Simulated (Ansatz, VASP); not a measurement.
**HfSiO4 in VASP and in Ansatz**

```
Hf Si O
1.0
    -3.28625    3.28625    2.98160
     3.28625   -3.28625    2.98160
     3.28625    3.28625   -2.98160
Hf Si O
2 2 8
Direct
  0.00000 0.00000 0.00000
  0.75000 0.25000 0.50000
  0.50000 0.50000 0.00000
  0.25000 0.75000 0.50000
  0.68020 0.49570 0.81550
  0.24570 0.93020 0.31550
  0.68020 0.86470 0.18450
  0.61470 0.93020 0.68450
  0.06980 0.38530 0.31550
  0.50430 0.31980 0.18450
  0.06980 0.75430 0.68450
  0.13530 0.31980 0.81550
```

Alike in both runs: functional PBEsol; k mesh 6 × 6 × 6; occupations fermi-dirac, width 0.05 eV; no spin polarisation.

```csv
,VASP,Ansatz
version,VASP 6.6.1,Ansatz 0.2.0
potentials or method,"VASP PAW PBE potentials, release 64 (Hf_pv, Si, O)",Ansatz PAW
plane-wave cutoff (eV),520,420
valence electrons in the cell,76,108
task,single point,band structure
```

Ansatz gave:

| Property | Result |
| --- | --- |
| gap on the k mesh at the Fermi level (eV) | 5.36 |
| least direct gap on the mesh (eV) | 5.72 |
| pressure (GPa) | 1.3 |
| traceless stress, the component that is largest in VASP (GPa) | 0.15 |
| rms of the force components (eV/Å) | 0.209 |

Question: Estimate VASP's values.

Answer: gap on the k mesh at the Fermi level (eV): 5.31; least direct gap on the mesh (eV): 5.68; pressure (GPa): 0.0; traceless stress, the component that is largest in VASP (GPa): 0.48; rms of the force components (eV/Å): 0.320.

VASP's potentials were made for PBE, not for PBEsol. Atom by atom the forces differ by 0.111 eV/Å (rms over components). VASP's potentials hold 76 valence electrons a cell and Ansatz's 108, so a difference there can come from the potentials and not from the codes.

Spin-orbit coupling is off throughout.
